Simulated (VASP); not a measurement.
# ZrB2 (P6/mmm) in VASP: further runs, part 2 of 2

VASP 6.6.1. The steps go on from the part before.

### Step 4. Single point, LDA

The input, INCAR:

```
SYSTEM = ZrB2
ALGO = Normal
EDIFF = 1E-7
ENCUT = 520
GGA = CA
ISIF = 2
ISMEAR = -1
LASPH = .True.
LCHARG = .True.
LELF = .True.
LREAL = .False.
LVHAR = .True.
LWAVE = .False.
NBANDS = 16
NELM = 100
PREC = Accurate
SIGMA = 0.15
```

The input, KPOINTS:

```
k-points
0
Gamma
  15 15 10
  0 0 0
```

The input, POSCAR:

```
ZrB2
1.0
    3.1334988104      0.0000000000      0.0000000000
   -1.5667494052      2.7136895725      0.0000000000
    0.0000000000      0.0000000000      3.4885192484
Zr B
1 2
Direct
    0.0000000000      0.0000000000      0.0000000000
    0.3333333333      0.6666666667      0.5000000000
    0.6666666667      0.3333333333      0.5000000000
```

The run is started by

```
$ cat potpaw_LDA.64/Zr_sv/POTCAR potpaw_LDA.64/B/POTCAR > POTCAR
$ mpirun -np 1 vasp_std > vasp.out
```

It took 61 s on 1 thread of Intel Xeon Platinum 8488C (Sapphire Rapids), shared host; peak memory 0.19 GiB.

It converged, with:

```yaml
Free_energy: -27.4923 eV
Pressure: 0.5 GPa
Band_gap_on_the_k_mesh: zero (bands 9 and 10 overlap by 0.89 eV)
```

Levels at points of the mesh, in eV from the Fermi level:
| k point | band 6 | band 7 | band 8 | band 9 | band 10 | band 11 | band 12 | band 13 |
| --- | --- | --- | --- | --- | --- | --- | --- | --- |
| (0.00, 0.00, 0.00) | -2.67 | -2.67 | -2.64 | -2.23 | 3.57 | 3.57 | 4.37 | 4.37 |
| (0.00, 0.00, 0.50) | -6.97 | -0.94 | -0.94 | 0.35 | 0.35 | 0.82 | 0.82 | 1.93 |

### Step 5. Summary

| cell | k mesh | smearing | gap on the mesh (eV) | pressure (GPa) |
| --- | --- | --- | --- | --- |
| a = 3.136, b = 3.136, c = 3.486 Å, angles 90.0, 90.0, 120.0°, 3 atoms | 9 × 9 × 6 | gaussian 0.1 eV | none | 0.3 |
| a = 3.134, b = 3.134, c = 3.487 Å, angles 90.0, 90.0, 120.0°, 3 atoms | 15 × 15 × 10 | gaussian 0.1 eV | none | 0.5 |
| a = 3.133, b = 3.133, c = 3.489 Å, angles 90.0, 90.0, 120.0°, 3 atoms | 15 × 15 × 10 | fermi-dirac 0.15 eV | none | 0.5 |

Alike in all rows: task single point; level LDA; potentials or basis VASP PAW LDA potentials, release 64 (Zr_sv, B); no spin polarisation; cutoff (eV) 520.

Absolute energies hang on the potentials; compare differences alone.
